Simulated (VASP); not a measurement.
# Be2P (P-6m2) in VASP: notebook

Runs on Be2P. Level: PBE. Tasks: single point, relaxation of cell and atoms.

Program: VASP 6.6.1. These are calculated values, not measurements. Logs are shortened: lines on timing, memory, paths and dates and some standing lists are left out, and cuts for length are marked.

## (1) The cell of the first run

Symmetry: P-6m2, No. 187, hexagonal system. Conventional cell: a = 3.402 Å, b = 3.402 Å, c = 4.221 Å, α = 90.00°, β = 90.00°, γ = 120.00°. Be (site symmetry 3m) has 2 Be at 1.98 to 2.24 Å and 3 P at 2.20 Å within 2.6 Å. P (site symmetry -6m2) has 6 Be at 2.20 Å within 2.9 Å.

## (2) Single point, PBE

INCAR reads:

```
SYSTEM = Be2P
ALGO = Normal
EDIFF = 1E-7
ENCUT = 520
GGA = PE
ISIF = 2
ISMEAR = 0
LASPH = .TRUE.
LCHARG = .TRUE.
LELF = .TRUE.
LREAL = .FALSE.
LVHAR = .TRUE.
LWAVE = .FALSE.
NBANDS = 12
NELM = 100
PREC = Accurate
SIGMA = 0.1
```

KPOINTS reads:

```
k-points
0
G
  18 18 12
  0 0 0
```

POSCAR reads:

```
Be2P
1.0
    3.4022292454      0.0000000000      0.0000000000
   -1.7011146227      2.9464169560      0.0000000000
    0.0000000000      0.0000000000      4.2209686251
Be P
2 1
Direct
    0.0000000000      0.0000000000      0.7654018940
    0.0000000000      0.0000000000      0.2345981060
    0.3333333333      0.6666666667      0.0000000000
```

Potentials or basis: VASP PAW PBE potentials, release 64 (Be, P).

Run with:

```sh
$ cat potpaw_PBE.64/Be/POTCAR potpaw_PBE.64/P/POTCAR > POTCAR
$ mpirun -np 1 vasp_std > vasp.out
```

OUTCAR:

```text
SYSTEM = Be2P
   EDIFF = 1E-7
   ENCUT = 520
   GGA = PE
   ISIF = 2
   ISMEAR = 0
   LASPH = .TRUE.
   LREAL = .FALSE.
   NELM = 100
   PREC = Accurate

 ion  position               nearest neighbor table
   1  0.000  0.000  0.765-   2 1.98   3 2.20   3 2.20   3 2.20   2 2.24
   2  0.000  0.000  0.235-   1 1.98   3 2.20   3 2.20   3 2.20   1 2.24
   3  0.333  0.667  0.000-   1 2.20   2 2.20   1 2.20   2 2.20   1 2.20   2 2.20

  LATTYP: Found a hexagonal cell.
 ALAT       =     3.4022292454
 C/A-ratio  =     1.2406479166

  Lattice vectors:

 A1 = (   3.4022292454,   0.0000000000,   0.0000000000)
 A2 = (  -1.7011146227,   2.9464169560,   0.0000000000)
 A3 = (   0.0000000000,   0.0000000000,   4.2209686251)

Analysis of symmetry for initial positions (statically):
=====================================================================
 Subroutine PRICEL returns:
 Original cell was already a primitive cell.

 Routine SETGRP: Setting up the symmetry group for a
 hexagonal supercell.

 Subroutine GETGRP returns: Found 12 space group operations
 (whereof 12 operations were pure point group operations)
 out of a pool of 24 trial point group operations.

The static configuration has the point symmetry D_3h.

Analysis of symmetry for dynamics (positions and initial velocities):
=====================================================================
 Subroutine PRICEL returns:
 Original cell was already a primitive cell.

 Routine SETGRP: Setting up the symmetry group for a
 hexagonal supercell.

 Subroutine GETGRP returns: Found 12 space group operations
 (whereof 12 operations were pure point group operations)
 out of a pool of 24 trial point group operations.

The dynamic configuration has the point symmetry D_3h.

 Subroutine INISYM returns: Found 12 space group operations
 (whereof 12 operations are pure point group operations),
 and found     1 'primitive' translations

----------------------------------------------------------------------------------------

                                     Primitive cell

  volume of cell :      42.3126

  direct lattice vectors                    reciprocal lattice vectors
     3.402229245  0.000000000  0.000000000     0.293924932  0.169697639  0.000000000
    -1.701114623  2.946416956  0.000000000     0.000000000  0.339395277  0.000000000
     0.000000000  0.000000000  4.220968625     0.000000000  0.000000000  0.236912446

  length of vectors
     3.402229245  3.402229245  4.220968625     0.339395277  0.339395277  0.236912446

  position of ions in fractional coordinates (direct lattice)
     0.000000000  0.000000000  0.765401894
     0.000000000  0.000000000  0.234598106
     0.333333333  0.666666667  0.000000000

  ion indices of the primitive-cell ions
   primitive index   ion index
                 1           1
                 2           2
                 3           3

----------------------------------------------------------------------------------------

 KPOINTS: k-points

Automatic generation of k-mesh.
 Grid dimensions read from file:
 generate k-points for:   18   18   12

 Generating k-lattice:

  Cartesian coordinates                     Fractional coordinates (reciprocal lattice)
     0.016329163  0.009427647  0.000000000     0.055555556 -0.000000000  0.000000000
     0.000000000  0.018855293  0.000000000     0.000000000  0.055555556  0.000000000
     0.000000000  0.000000000  0.019742704     0.000000000  0.000000000  0.083333333

  Length of vectors
     0.018855293  0.018855293  0.019742704

  Shift w.r.t. Gamma in fractional coordinates (k-lattice)
     0.000000000  0.000000000  0.000000000

 Subroutine IBZKPT returns following result:
 ===========================================

 Found    259 irreducible k-points:

 Following reciprocal coordinates:
            Coordinates               Weight
  0.000000  0.000000  0.000000      1.000000
  0.055556  0.000000  0.000000      6.000000
  0.111111  0.000000  0.000000      6.000000
  0.166667 -0.000000  0.000000      6.000000
  0.222222 -0.000000  0.000000      6.000000
  0.277778  0.000000  0.000000      6.000000
[... 16 lines left out ...]
  0.333333  0.111111  0.000000     12.000000
  0.388889  0.111111  0.000000     12.000000
 [... further k-points ...]
   k-points           NKPTS =    259   k-points in BZ     NKDIM =    259   number of bands    NBANDS=     12
   number of dos      NEDOS =    301   number of ions     NIONS =      3
   total plane-waves  NPLWV =  25088
   dimension x,y,z NGX =    28 NGY =   28 NGZ =   32
   dimension x,y,z NGXF=    56 NGYF=   56 NGZF=   64
   ions per type =               2   1
   NGX,Y,Z   is equivalent  to a cutoff of  13.68, 13.68, 12.60 a.u.
   NGXF,Y,Z  is equivalent  to a cutoff of  27.36, 27.36, 25.21 a.u.
 SYSTEM =  Be2P
   PREC   = accura    normal or accurate (medium, high low for compatibility)
   ISTART =      0    job   : 0-new  1-cont  2-samecut
   ICHARG =      2    charge: 1-file 2-atom 10-const
   ISPIN  =      1    spin polarized calculation?
   LNONCOLLINEAR =      F non collinear calculations
   LSORBIT =      F    spin-orbit coupling
   LASPH  =      T    aspherical Exc in radial PAW
   ENCUT  =  520.0 eV  38.22 Ry    6.18 a.u.   6.33  6.33  7.85*2*pi/ulx,y,z
   NELM   =    100;   NELMIN=  2; NELMDL= -5     # of ELM steps
   EDIFF  = 0.1E-06   stopping-criterion for ELM
   LREAL  =      F    real-space projection
   EDIFFG = 0.1E-05   stopping-criterion for IOM
   NSW    =      0    number of steps for IOM
   IBRION =     -1    ionic relax: 0-MD 1-quasi-New 2-CG
   NFREE  =      0    steps in history (QN), initial steepest desc. (CG)
   ISIF   =      2    stress and relaxation
   ISYM   =      2    0-nonsym 1-usesym 2-fastsym
   POTIM  = 0.5000    time-step for ionic-motion
   TEBEG  =    0.0;   TEEND  =   0.0 temperature during run
   PSTRESS=    0.0 pullay stress
   NELECT =       9.0000    total number of electrons
   NUPDOWN=      -1.0000    fix difference up-down
   EMIN   =  10.00;   EMAX   =-10.00  energy-range for DOS
   EFERMI =   0.00;   METHOD = LEGACY
   ISMEAR =     0;   SIGMA  =   0.10  broadening in eV -4-tet -1-fermi 0-gaus
   EFERMI_NEDOS =   21; number of points for ismear=-14 and -15
   IALGO  =     38    algorithm
   IMIX   =      4    mixing-type and parameters
     AMIX     =   0.40;   BMIX     =  1.00
     AMIX_MAG =   1.60;   BMIX_MAG =  1.00
  volume/ion in A,a.u.               =      14.10        95.18
  Fermi-wavevector in a.u.,A,eV,Ry     =   0.977235  1.846706 12.993405  0.954988
  Thomas-Fermi vector in A             =   2.107917
   LORBIT       =      0    0 simple, 1 ext, 2 COOP (PROOUT), +10 PAW based schemes
   GGA     = PE    functional components
   LHFCALC =     F    Hartree Fock is set to
   AEXX    =    0.0000 exact exchange contribution
   IVDW    =     0    specifies the selected vdW correction
   LEPSILON=     F    determine dielectric tensor
   LRPA    =     F    only Hartree local field effects (RPA)
 non-spin polarized calculation
 Gauss-broadening in eV      SIGMA  =   0.10
  energy-cutoff  :      520.00
  volume of cell :       42.31
 maximum number of plane-waves:      1156
 NGX is ok and might be reduce to    28
   NGX = 13   NGY = 13   NGZ = 15

 number of electron       9.0000001 magnetization

 Free energy of the ion-electron system (eV)
  ---------------------------------------------------
  ext. energy  EPLUGINS =         0.00000000
  ---------------------------------------------------
  free energy    TOTEN  =       -12.17840832 eV

  energy without entropy =      -12.16967051  energy(sigma->0) =      -12.17403942

 E-fermi :   4.0814     XC(G=0):  -9.3886

 val. band max:        4.0696864860   @ k =   0.4444   0.0556   0.0000
 cond. band min:       4.0832394708   @ k =   0.3889   0.1111   0.0833
 fundamental gap:      0.0135529848
 Fermi energy:         4.0813722562

 k-point     1 :       0.0000    0.0000    0.0000
  band No.  band energies     occupation
      1      -8.2204      2.00000
      2       1.3188      2.00000
      3       1.9107      2.00000
      4       3.9276      1.97039
      5       3.9276      1.97039
      6       8.7658      0.00000
      7       8.7862      0.00000
      8       8.7862      0.00000
      9      12.4873      0.00000
     10      12.4873      0.00000
     11      15.3672      0.00000
     12      16.2720      0.00000

 k-point     2 :       0.0556    0.0000    0.0000
  band No.  band energies     occupation
      1      -8.1799      2.00000
      2       1.3478      2.00000
      3       1.9506      2.00000
      4       3.6113      2.00000
      5       3.8244      1.99972
      6       8.6371      0.00000
      7       8.9712      0.00000
      8       9.1443      0.00000
      9      12.3173      0.00000
     10      12.3958      0.00000
     11      15.3191      0.00000
     12      16.0487      0.00000

 k-point     3 :       0.1111    0.0000    0.0000
  band No.  band energies     occupation
      1      -8.0589      2.00000
      2       1.4336      2.00000
      3       2.0629      2.00000
      4       2.8521      2.00000
      5       3.5589      2.00000
      6       8.3861      0.00000
      7       9.4788      0.00000
      8       9.9318      0.00000
      9      11.8395      0.00000
     10      12.1550      0.00000
     11      14.5621      0.00000
     12      15.8487      0.00000
[... 286 lines left out ...]
 k-point    23 :       0.3333    0.1111    0.0000
  band No.  band energies     occupation
      1      -6.3850      2.00000
      2      -1.7296      2.00000
      3       1.3010      2.00000
      4       2.4964      2.00000
      5       3.7768      1.99998
      6       7.8063      0.00000
      7       8.3398      0.00000
      8       9.7729      0.00000
      9      10.3241      0.00000
     10      12.6229      0.00000
     11      14.0314      0.00000
     12      16.2960      0.00000

 k-point    24 :       0.3889    0.1111    0.0000
  band No.  band energies     occupation
      1      -6.0706      2.00000
      2      -2.2599      2.00000
      3       1.1667      2.00000
      4       2.6541      2.00000
      5       4.0616      1.22030
      6       7.5885      0.00000
      7       7.9807      0.00000
      8       9.3883      0.00000
      9      10.2076      0.00000
     10      12.7502      0.00000
     11      14.9217      0.00000
     12      16.3665      0.00000

 [... further k-points ...]
[... 5 lines left out ...]
  --------------------------------------------------------------------------------------
  -------------------------------------------------------------------------------------
  Total        0.0116965      0.0116965      0.0195390      0.0000000     -0.0000000      0.0000000
  in kB        0.4428906      0.4428906      0.7398489      0.0000000     -0.0000000      0.0000000
  external PRESSURE =       0.5418767 kB  Pullay stress =       0.0000000 kB

 VOLUME and BASIS-vectors are now :
 -----------------------------------------------------------------------------
  energy-cutoff  :      520.00
  volume of cell :       42.31
      direct lattice vectors                 reciprocal lattice vectors
     3.402229245  0.000000000  0.000000000     0.293924932  0.169697639  0.000000000
    -1.701114623  2.946416956  0.000000000     0.000000000  0.339395277  0.000000000
     0.000000000  0.000000000  4.220968625     0.000000000  0.000000000  0.236912446

 POSITION                                       TOTAL-FORCE (eV/Angst)
 -----------------------------------------------------------------------------------
      0.00000      0.00000      3.23074        -0.000000     -0.000000     -0.013978
      0.00000      0.00000      0.99023        -0.000000     -0.000000      0.013978
     -0.00000      1.96428      0.00000         0.000000      0.000000      0.000000
 -----------------------------------------------------------------------------------
    total drift:                                0.000000     -0.000000     -0.000000

  FREE ENERGIE OF THE ION-ELECTRON SYSTEM (eV)
  ---------------------------------------------------
  free  energy   TOTEN  =       -12.1784083223 eV

  energy  without entropy=      -12.1696705141  energy(sigma->0) =      -12.17403942
```

Wall time 92 s (1 thread of Intel Xeon Platinum 8375C at 2.90GHz (Ice Lake), shared host); peak memory 0.25 GiB.

What came out:

- Free energy: -12.1784 eV
- Pressure: 0.1 GPa
- Largest force: 0.014 eV/Å

Forces in eV/Å, atoms in the order of the input:
```
Be   0.000  0.000 -0.014
Be   0.000  0.000  0.014
P    0.000  0.000  0.000
```

## (3) Relaxation of cell and atoms, PBE

This run uses another cell than the first one, of 14.01 Å³/atom, 0.993 times its volume.

INCAR reads:

```
PREC = Accurate
ENCUT = 600
EDIFF = 1E-6
ISMEAR = 0
SIGMA = 0.1
LREAL = False
LASPH = True
NELM = 100
ALGO = Normal
ISIF = 3
LWAVE = False
LCHARG = False
GGA = PE
IBRION = 2
NSW = 100
EDIFFG = -0.01
```

KPOINTS reads:

```
Automatic mesh
0
Gamma
  18 18 12
```

POSCAR reads:

```
Be2P
1.0
    3.4073922228      0.0000000000      0.0000000000
   -1.7036961114      2.9508882256      0.0000000000
    0.0000000000      0.0000000000      4.1801487316
Be P
2 1
Direct
    0.0000000000      0.0000000000      0.7629099653
    0.0000000000      0.0000000000      0.2370900347
    0.3333333333      0.6666666667      0.0000000000
```

Potentials or basis: VASP PAW PBE potentials, release 64 (Be, P).

Run with:

```sh
$ cat potpaw_PBE.64/Be/POTCAR potpaw_PBE.64/P/POTCAR > POTCAR
$ mpirun -np 1 vasp_std > vasp.out
```

Run time: 3.3 min. Hardware: 1 thread of Intel Xeon Platinum 8375C at 2.90GHz (Ice Lake), shared host; peak memory 0.25 GiB.

It converged, with:

```yaml
Free_energy: -12.1786 eV
Relaxed_volume: 14.12 Å³/atom
Relaxed_cell: a = 3.403 Å, b = 3.403 Å, c = 4.222 Å, α = 90.00°, β = 90.00°, γ = 120.00°
Space_group_after_relaxing_to_0.05_Å: P-6m2 (No. 187)
Energy_gained_by_relaxing: 0.9 meV/atom
Ionic_steps: 6
Pressure_after_relaxing: 0.0 GPa
```

The path:
| step | energy change (eV) | largest force (eV/Å) | pressure (GPa) | volume (Å³) |
| --- | --- | --- | --- | --- |
| 1 | 0.0000 | 0.1266 | 0.25 | 42.03 |
| 2 | -0.0021 | 0.0342 | 0.19 | 42.16 |
| 3 | -0.0026 | 0.0439 | 0.16 | 42.28 |
| 4 | -0.0026 | 0.0348 | 0.16 | 42.26 |
| 5 | -0.0027 | 0.0102 | -0.08 | 42.38 |
| 6 | -0.0027 | 0.0014 | -0.01 | 42.35 |

Final structure:
```
Be P
1.0
     3.40316    0.00000    0.00000
    -1.70158    2.94723    0.00000
     0.00000    0.00000    4.22208
Be P
2 1
Direct
  0.00000 0.00000 0.76529
  0.00000 0.00000 0.23471
  0.33333 0.66667 0.00000
```

Levels at points of the mesh, in eV from the Fermi level:
| k point | band 2 | band 3 | band 4 | band 5 | band 6 | band 7 | band 8 |
| --- | --- | --- | --- | --- | --- | --- | --- |
| (0.00, 0.00, 0.00) | -2.76 | -2.17 | -0.15 | -0.15 | 4.68 | 4.71 | 4.71 |
| (0.50, 0.00, 0.00) | -6.64 | -2.15 | -1.42 | -0.01 | 2.49 | 3.74 | 4.88 |
| (0.00, 0.00, 0.50) | -5.84 | 0.12 | 0.12 | 3.44 | 4.15 | 5.32 | 5.32 |
| (0.50, 0.00, 0.50) | -6.34 | -3.33 | -1.81 | -1.28 | 2.99 | 4.18 | 5.59 |
